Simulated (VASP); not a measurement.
# GaAs (F-43m) in VASP: notebook

Runs on GaAs. Level: PBE. Tasks: relaxation of cell and atoms, single point.

Program: VASP 6.6.1. These are calculated values, not measurements. Logs are shortened: lines on timing, memory, paths and dates and some standing lists are left out, and cuts for length are marked.

**1. The cell of the first run**

Symmetry: F-43m, No. 216, cubic system. Conventional cell: a = 5.745 Å, b = 5.745 Å, c = 5.745 Å, α = 90.00°, β = 90.00°, γ = 90.00°. Ga (site symmetry -43m) has 4 As at 2.49 Å within 3.3 Å. Within 3.3 Å of As (site symmetry -43m) lie 4 Ga at 2.49 Å.

**2. Relaxation of cell and atoms, PBE**

Input file INCAR:

```
ALGO = Normal ; EDIFF = 1E-6
EDIFFG = -0.001 ; ENCUT = 600
GGA = PE ; IBRION = 2
ISIF = 3 ; ISMEAR = 0
LASPH = True ; LCHARG = False
LREAL = False ; LWAVE = False
NELM = 100 ; NSW = 80
PREC = Accurate ; SIGMA = 0.02
```

Input file KPOINTS:

```
k-points
0
Gamma
  12 12 12
```

Input file POSCAR:

```
GaAs
1.0
    0.0000000000      2.8726922683      2.8726922683
    2.8726922683      0.0000000000      2.8726922683
    2.8726922683      2.8726922683      0.0000000000
Ga As
1 1
Direct
    0.0000000000      0.0000000000      0.0000000000
    0.7500000000      0.7500000000      0.7500000000
```

Potentials or basis: VASP PAW PBE potentials, release 64 (Ga_d, As).

The run is started by

```bash
cat potpaw_PBE.64/Ga_d/POTCAR potpaw_PBE.64/As/POTCAR > POTCAR
mpirun -np 1 vasp_std > vasp.out
```

OUTCAR:

```text
EDIFF = 1E-6
   EDIFFG = -0.001
   ENCUT = 600
   GGA = PE
   IBRION = 2
   ISIF = 3
   ISMEAR = 0
   LASPH = True
   LREAL = False
   NELM = 100
   NSW = 80
   PREC = Accurate

 ion  position               nearest neighbor table
   1  0.000  0.000  0.000-   2 2.49   2 2.49   2 2.49   2 2.49
   2  0.750  0.750  0.750-   1 2.49   1 2.49   1 2.49   1 2.49

  LATTYP: Found a face centered cubic cell.
 ALAT       =     5.7453845366

  Lattice vectors:

 A1 = (   0.0000000000,   2.8726922683,   2.8726922683)
 A2 = (   2.8726922683,   0.0000000000,   2.8726922683)
 A3 = (   2.8726922683,   2.8726922683,   0.0000000000)

Analysis of symmetry for initial positions (statically):
=====================================================================
 Subroutine PRICEL returns:
 Original cell was already a primitive cell.

 Routine SETGRP: Setting up the symmetry group for a
 face centered cubic supercell.

 Subroutine GETGRP returns: Found 24 space group operations
 (whereof 24 operations were pure point group operations)
 out of a pool of 48 trial point group operations.

The static configuration has the point symmetry T_d .

Analysis of symmetry for dynamics (positions and initial velocities):
=====================================================================
 Subroutine PRICEL returns:
 Original cell was already a primitive cell.

 Routine SETGRP: Setting up the symmetry group for a
 face centered cubic supercell.

 Subroutine GETGRP returns: Found 24 space group operations
 (whereof 24 operations were pure point group operations)
 out of a pool of 48 trial point group operations.

The dynamic configuration has the point symmetry T_d .

 Subroutine INISYM returns: Found 24 space group operations
 (whereof 24 operations are pure point group operations),
 and found     1 'primitive' translations

----------------------------------------------------------------------------------------

                                     Primitive cell

  volume of cell :      47.4130

  direct lattice vectors                    reciprocal lattice vectors
     0.000000000  2.872692268  2.872692268    -0.174052754  0.174052754  0.174052754
     2.872692268  0.000000000  2.872692268     0.174052754 -0.174052754  0.174052754
     2.872692268  2.872692268  0.000000000     0.174052754  0.174052754 -0.174052754

  length of vectors
     4.062600366  4.062600366  4.062600366     0.301468213  0.301468213  0.301468213

  position of ions in fractional coordinates (direct lattice)
[... 96 lines left out ...]
   IALGO  =     38    algorithm
   IMIX   =      4    mixing-type and parameters
     AMIX     =   0.40;   BMIX     =  1.00
     AMIX_MAG =   1.60;   BMIX_MAG =  1.00
  volume/ion in A,a.u.               =      23.71       159.98
  Fermi-wavevector in a.u.,A,eV,Ry     =   1.185404  2.240090 19.118686  1.405184
  Thomas-Fermi vector in A             =   2.321599
   LORBIT       =      0    0 simple, 1 ext, 2 COOP (PROOUT), +10 PAW based schemes
   GGA     = PE    functional components
   LHFCALC =     F    Hartree Fock is set to
   AEXX    =    0.0000 exact exchange contribution
   IVDW    =     0    specifies the selected vdW correction
   LEPSILON=     F    determine dielectric tensor
   LRPA    =     F    only Hartree local field effects (RPA)
 conjugate gradient relaxation of ions
 non-spin polarized calculation
 Gauss-broadening in eV      SIGMA  =   0.02
  energy-cutoff  :      600.00
  volume of cell :       47.41
 maximum number of plane-waves:      1604
   NGX = 17   NGY = 17   NGZ = 17

--------------------------------------- Ionic step        1  -------------------------------------------

 number of electron      17.9999996 magnetization

 Free energy of the ion-electron system (eV)
  ---------------------------------------------------
  ext. energy  EPLUGINS =         0.00000000
  ---------------------------------------------------
  free energy    TOTEN  =        -8.27609888 eV

  energy without entropy =       -8.27609888  energy(sigma->0) =       -8.27609888

------------------------ aborting loop because EDIFF is reached ----------------------------------------

  FORCE on cell =-STRESS in cart. coord.  units (eV):
  Direction    XX          YY          ZZ          XY          YZ          ZX
  --------------------------------------------------------------------------------------
  -------------------------------------------------------------------------------------
  Total        0.0407359      0.0407359      0.0407359     -0.0000000      0.0000000     -0.0000000
  in kB        1.3765440      1.3765440      1.3765440     -0.0000000      0.0000000     -0.0000000
  external PRESSURE =       1.3765440 kB  Pullay stress =       0.0000000 kB
[... 203 lines left out ...]
--------------------------------------- Ionic step        7  -------------------------------------------

 number of electron      17.9999994 magnetization

 Free energy of the ion-electron system (eV)
  ---------------------------------------------------
  ext. energy  EPLUGINS =         0.00000000
  ---------------------------------------------------
  free energy    TOTEN  =        -8.27615235 eV

  energy without entropy =       -8.27615235  energy(sigma->0) =       -8.27615235

 E-fermi :   3.5380     XC(G=0):  -9.3608

 val. band max:        3.4646749612   @ k =   0.0000   0.0000   0.0000
 cond. band min:       3.6081827631   @ k =   0.0000   0.0000   0.0000
 fundamental gap:      0.1435078019
 Fermi energy:         3.5380373407

 k-point     1 :       0.0000    0.0000    0.0000
  band No.  band energies     occupation
      1     -11.2585      2.00000
      2     -11.2585      2.00000
      3     -11.2585      2.00000
      4     -11.1910      2.00000
      5     -11.1910      2.00000
      6      -8.9066      2.00000
      7       3.4647      2.00000
      8       3.4647      2.00000
      9       3.4647      2.00000
     10       3.6082      0.00000
     11       7.1800      0.00000
     12       7.1800      0.00000
     13       7.1800      0.00000
[... 354 lines left out ...]
  band No.  band energies     occupation
      1     -11.3267      2.00000
      2     -11.2388      2.00000
      3     -11.2361      2.00000
      4     -11.1915      2.00000
      5     -11.1886      2.00000
      6      -7.1216      2.00000
      7      -2.7793      2.00000
      8       0.8004      2.00000
      9       2.0885      2.00000
     10       5.6934      0.00000
     11       7.9738      0.00000
     12       8.9359      0.00000
     13      11.1801      0.00000

 [... further k-points ...]
[... 5 lines left out ...]
  --------------------------------------------------------------------------------------
  -------------------------------------------------------------------------------------
  Total       -0.0013436     -0.0013436     -0.0013436     -0.0000000      0.0000000      0.0000000
  in kB       -0.0452793     -0.0452793     -0.0452793     -0.0000000      0.0000000      0.0000000
  external PRESSURE =      -0.0452793 kB  Pullay stress =       0.0000000 kB
[... 17 lines left out ...]
  FREE ENERGIE OF THE ION-ELECTRON SYSTEM (eV)
  ---------------------------------------------------
  free  energy   TOTEN  =        -8.2761523479 eV

  energy  without entropy=       -8.2761523479  energy(sigma->0) =       -8.27615235

 reached required accuracy - stopping structural energy minimisation
```

CONTCAR:

```text
GaAs
   1.00000000000000
     0.0000000000000000    2.8753084040505743    2.8753084040505743
     2.8753084040505743    0.0000000000000000    2.8753084040505743
     2.8753084040505743    2.8753084040505743    0.0000000000000000
  Ga              As
     1     1
Direct
     0.0000000000000000    0.0000000000000000    0.0000000000000000
     0.7500000000000000    0.7500000000000000    0.7500000000000000

  0.00000000E+00  0.00000000E+00  0.00000000E+00
  0.00000000E+00  0.00000000E+00  0.00000000E+00
```

Run time: 50 s. Hardware: 1 thread of Intel Xeon Platinum 8559C (Emerald Rapids), shared host; peak memory 0.23 GiB.

Results:

```
Free energy                            : -8.2762 eV
Relaxed volume                         : 23.77 Å³/atom
Relaxed cell                           : a = 4.066 Å, b = 4.066 Å, c = 4.066 Å, α = 60.00°, β = 60.00°, γ = 60.00°
Space group after relaxing (to 0.05 Å) : F-43m (No. 216)
Energy gained by relaxing              : 0.0 meV/atom
Ionic steps                            : 7
Pressure after relaxing                : 0.0 GPa
Band gap on the k mesh                 : 0.14 eV, direct
```

Final structure:
```cif
data_structure
_symmetry_space_group_name_H-M 'P 1'
_symmetry_Int_Tables_number 1
_cell_length_a 4.0663
_cell_length_b 4.0663
_cell_length_c 4.0663
_cell_angle_alpha 60.000
_cell_angle_beta 60.000
_cell_angle_gamma 60.000
_cell_volume 47.54
loop_
_atom_site_label
_atom_site_type_symbol
_atom_site_fract_x
_atom_site_fract_y
_atom_site_fract_z
_atom_site_occupancy
Ga1 Ga 0.00000 0.00000 0.00000 1
As1 As 0.75000 0.75000 0.75000 1
```

Levels at points of the mesh, in eV from the valence-band top:
| k point | band 6 | band 7 | band 8 | band 9 | band 10 | band 11 | band 12 | band 13 |
| --- | --- | --- | --- | --- | --- | --- | --- | --- |
| (0.00, 0.00, 0.00) | -12.37 | 0.00 | 0.00 | 0.00 | 0.14 | 3.72 | 3.72 | 3.72 |
| (0.50, 0.00, 0.00) | -10.76 | -6.37 | -1.07 | -1.07 | 0.86 | 4.62 | 4.62 | 7.70 |
| (0.50, 0.50, 0.00) | -10.09 | -6.59 | -2.50 | -2.50 | 1.56 | 1.68 | 9.77 | 9.77 |

**3. Single point, PBE**

This run uses another cell than the first one, of 19.90 Å³/atom, 0.840 times its volume.

Input file INCAR:

```
PREC     = Accurate       # precision mode
ENCUT    = 520            # plane-wave cutoff, eV
EDIFF    = 1E-6           # SCF threshold, eV
ISMEAR   = 0              # smearing method
SIGMA    = 0.02           # smearing width, eV
LREAL    = F              # projectors in reciprocal space
LASPH    = T              # aspherical terms in the spheres
NELM     = 80             # most SCF steps
ALGO     = Normal         # electronic algorithm
ISIF     = 2              # what is computed and relaxed
LWAVE    = F              # write WAVECAR
LCHARG   = F              # write CHGCAR
GGA      = PE             # functional
NBANDS   = 16             # bands
```

Input file KPOINTS:

```
regular mesh
0
Gamma
  12 12 12
```

Input file POSCAR:

```
GaAs
1.0
    0.0000000000      2.7100448921      2.7100448921
    2.7100448921      0.0000000000      2.7100448921
    2.7100448921      2.7100448921      0.0000000000
Ga As
1 1
Direct
    0.0000000000      0.0000000000      0.0000000000
    0.7500000000      0.7500000000      0.7500000000
```

Potentials or basis: VASP PAW PBE potentials, release 64 (Ga_d, As).

The run is started by

```bash
cat potpaw_PBE.64/Ga_d/POTCAR potpaw_PBE.64/As/POTCAR > POTCAR
mpirun -np 1 vasp_std > vasp.out
```

Wall time 38 s (1 thread of AMD EPYC 7R43 (Zen 3), shared host); peak memory 0.16 GiB.

It converged, with:

* Free energy: -7.9433 eV
* Pressure: 16.3 GPa
* Band gap on the k mesh: 1.19 eV, indirect (least direct gap 1.52 eV)

Levels at points of the mesh, in eV from the valence-band top:
```csv
k point,band 5,band 6,band 7,band 8,band 9,band 10,band 11,band 12,band 13,band 14
"(0.00, 0.00, 0.00)",-14.98,-13.72,0.00,0.00,0.00,1.52,3.74,3.74,3.74,7.98
"(0.50, 0.00, 0.00)",-14.97,-11.52,-7.40,-1.35,-1.35,1.37,4.65,4.65,7.82,11.39
"(0.50, 0.50, 0.00)",-14.96,-10.61,-7.46,-3.16,-3.16,1.19,1.54,11.20,11.20,12.21
```

**4. Single point, PBE**

Input file INCAR:

```
ALGO = Normal ; EDIFF = 1E-6
ENCUT = 520 ; GGA = PE
ISIF = 2 ; ISMEAR = 0
LASPH = True ; LCHARG = True
LELF = True ; LREAL = False
LVHAR = True ; LWAVE = False
NBANDS = 16 ; NELM = 60
PREC = Accurate ; SIGMA = 0.02
```

Input file KPOINTS:

```
k-points
0
Gamma
  12 12 12
```

Input file POSCAR:

```
GaAs
1.0
    0.0000000000      2.8726922662      2.8726922662
    2.8726922662      0.0000000000      2.8726922662
    2.8726922662      2.8726922662      0.0000000000
Ga As
1 1
Direct
    0.0000000000      0.0000000000      0.0000000000
    0.7500000000      0.7500000000      0.7500000000
```

The run is started by

```bash
cat potpaw_PBE.64/Ga_d/POTCAR potpaw_PBE.64/As/POTCAR > POTCAR
mpirun -np 1 vasp_std > vasp.out
```

Wall time 45 s (1 thread of AMD EPYC 7R43 (Zen 3), shared host); peak memory 0.17 GiB.

The run converged. Its results:

| Item | Value |
| --- | --- |
| Free energy | -8.2763 eV |
| Pressure | 0.2 GPa |
| Band gap on the k mesh | 0.16 eV, direct |

Levels at points of the mesh, in eV from the valence-band top:
```tsv
k point	band 6	band 7	band 8	band 9	band 10	band 11	band 12	band 13
(0.00, 0.00, 0.00)	-12.39	0.00	0.00	0.00	0.16	3.72	3.72	3.72
(0.50, 0.00, 0.00)	-10.77	-6.38	-1.07	-1.07	0.87	4.62	4.62	7.70
(0.50, 0.50, 0.00)	-10.09	-6.60	-2.51	-2.51	1.55	1.68	9.79	9.79
```

**5. Relaxation of cell and atoms, PBE**

Input file INCAR:

```
ALGO = Normal ; EDIFF = 1E-6
EDIFFG = -0.001 ; ENCUT = 600
GGA = PE ; IBRION = 2
ISIF = 3 ; ISMEAR = 0
LASPH = True ; LCHARG = False
LREAL = False ; LWAVE = False
NELM = 100 ; NSW = 80
PREC = Accurate ; SIGMA = 0.02
```

KPOINTS is that of step 4.

POSCAR is that of step 4.

The run is started by

```bash
cat potpaw_PBE.64/Ga_d/POTCAR potpaw_PBE.64/As/POTCAR > POTCAR
mpirun -np 1 vasp_std > vasp.out
```

Run time: 96 s. Hardware: 1 thread of AMD EPYC 7R43 (Zen 3), shared host; peak memory 0.19 GiB.

The run converged. Its results:

```yaml
Free_energy: -8.2762 eV
Relaxed_volume: 23.77 Å³/atom
Relaxed_cell: a = 4.066 Å, b = 4.066 Å, c = 4.066 Å, α = 60.00°, β = 60.00°, γ = 60.00°
Space_group_after_relaxing_to_0.05_Å: F-43m (No. 216)
Energy_gained_by_relaxing: 0.0 meV/atom
Ionic_steps: 7
Pressure_after_relaxing: 0.0 GPa
Band_gap_on_the_k_mesh: 0.14 eV, direct
```

Final structure:
```yaml
crystal:
  lattice:
    - [0.00000, 2.87531, 2.87531]
    - [2.87531, 0.00000, 2.87531]
    - [2.87531, 2.87531, 0.00000]
  atoms:
    - { symbol: Ga, position: [0.00000, 0.00000, 0.00000] }
    - { symbol: As, position: [0.75000, 0.75000, 0.75000] }
```

Levels at points of the mesh, in eV from the valence-band top:
```csv
k point,band 5,band 6,band 7,band 8,band 9,band 10,band 11,band 12,band 13
"(0.00, 0.00, 0.00)",-14.66,-12.37,0.00,0.00,0.00,0.14,3.72,3.72,3.72
"(0.50, 0.00, 0.00)",-14.65,-10.76,-6.37,-1.07,-1.07,0.86,4.62,4.62,7.70
"(0.50, 0.50, 0.00)",-14.64,-10.09,-6.59,-2.50,-2.50,1.56,1.68,9.77,9.77
```

**6. Relaxation of cell and atoms, PBE, target pressure 16 GPa, at which the enthalpy is minimised**

Input file INCAR:

```
SYSTEM = GaAs
PREC = Accurate
ENCUT = 600
EDIFF = 1E-7
ISMEAR = 0
SIGMA = 0.02
LREAL = .False.
LASPH = .True.
NELM = 100
ALGO = Normal
ISIF = 3
LWAVE = .False.
LCHARG = .False.
GGA = PE
IBRION = 2
NSW = 80
EDIFFG = -0.001
PSTRESS = 160.0
```

Input file KPOINTS:

```
regular mesh
0
Gamma
  12 12 12
  0 0 0
```

POSCAR is that of step 5.

Potentials or basis: VASP PAW PBE potentials, release 64 (Ga_d, As).

The run is started by

```bash
cat potpaw_PBE.64/Ga_d/POTCAR potpaw_PBE.64/As/POTCAR > POTCAR
mpirun -np 1 vasp_std > vasp.out
```

Wall time 4.4 min (1 thread of AMD EPYC 7R43 (Zen 3), shared host); peak memory 0.19 GiB.

The run converged. Its results:

* Free energy: -7.9520 eV
* Relaxed volume: 19.94 Å³/atom
* Relaxed cell: a = 3.835 Å, b = 3.835 Å, c = 3.835 Å, α = 60.00°, β = 60.00°, γ = 60.00°
* Space group after relaxing (to 0.05 Å): F-43m (No. 216)
* Energy change on relaxing (the enthalpy is what falls): +162.0 meV/atom
* Ionic steps: 12
* Pressure after relaxing: 16.0 GPa
* Band gap on the k mesh: 1.19 eV, indirect (least direct gap 1.50 eV)

Step by step:
```tsv
step	energy change (eV)	largest force (eV/Å)	pressure (GPa)	volume (Å³)
1	0.0000	0.0000	0.15	47.41
2	1.6321	0.0000	50.42	33.07
3	0.2973	0.0000	15.17	40.16
4	0.3180	0.0000	15.80	39.94
5	0.3321	0.0000	16.30	39.80
6	0.3131	0.0000	15.67	39.99
7	0.3242	0.0000	16.04	39.88
8	0.3230	0.0000	15.96	39.89
9	0.3236	0.0000	16.01	39.89
10	0.3234	0.0000	15.97	39.89
11	0.3251	0.0000	16.06	39.87
12	0.3241	0.0000	16.00	39.88
```

Final structure:
```cif
data_structure
_symmetry_space_group_name_H-M 'P 1'
_symmetry_Int_Tables_number 1
_cell_length_a 3.8350
_cell_length_b 3.8350
_cell_length_c 3.8350
_cell_angle_alpha 60.000
_cell_angle_beta 60.000
_cell_angle_gamma 60.000
_cell_volume 39.88
loop_
_atom_site_label
_atom_site_type_symbol
_atom_site_fract_x
_atom_site_fract_y
_atom_site_fract_z
_atom_site_occupancy
Ga1 Ga 0.00000 0.00000 0.00000 1
As1 As 0.75000 0.75000 0.75000 1
```

Levels at points of the mesh, in eV from the valence-band top:
| k point | band 7 | band 8 | band 9 | band 10 | band 11 | band 12 |
| --- | --- | --- | --- | --- | --- | --- |
| (0.00, 0.00, 0.00) | 0.00 | 0.00 | 0.00 | 1.50 | 3.74 | 3.74 |
| (0.50, 0.00, 0.00) | -7.39 | -1.35 | -1.35 | 1.36 | 4.65 | 4.65 |
| (0.50, 0.50, 0.00) | -7.45 | -3.15 | -3.15 | 1.20 | 1.55 | 11.19 |

Caveat: the cell is relaxed towards a set pressure, so the enthalpy falls and the energy may rise; the volume moved by over 15 % at a fixed basis, so the end points are rough. A k mesh can miss the band edges.

**7. The runs side by side**

| task | cell | cutoff (eV) | gap on the mesh (eV) | pressure (GPa) |
| --- | --- | --- | --- | --- |
| relaxation of cell and atoms | relaxed from a = 4.063 Å, angles 60.0°, 2 atoms | 600 | 0.14 | 0.0 |
| single point | a = 3.833 Å, angles 60.0°, 2 atoms | 520 | 1.19 | 16.3 |
| single point | a = 4.063 Å, angles 60.0°, 2 atoms | 520 | 0.16 | 0.2 |
| relaxation of cell and atoms | relaxed to 16 GPa from a = 4.063 Å, angles 60.0°, 2 atoms | 600 | 1.19 | 16.0 |

Alike in all rows: level PBE; potentials or basis VASP PAW PBE potentials, release 64 (Ga_d, As); no spin polarisation; k mesh 12 × 12 × 12; smearing gaussian 0.02 eV.

Caveats: the cell is relaxed towards a set pressure, so the enthalpy falls and the energy may rise (some runs); the volume moved by over 15 % at a fixed basis, so the end points are rough (some runs).

Total energies depend on the potentials used, so only differences within one code and one set of settings carry meaning.
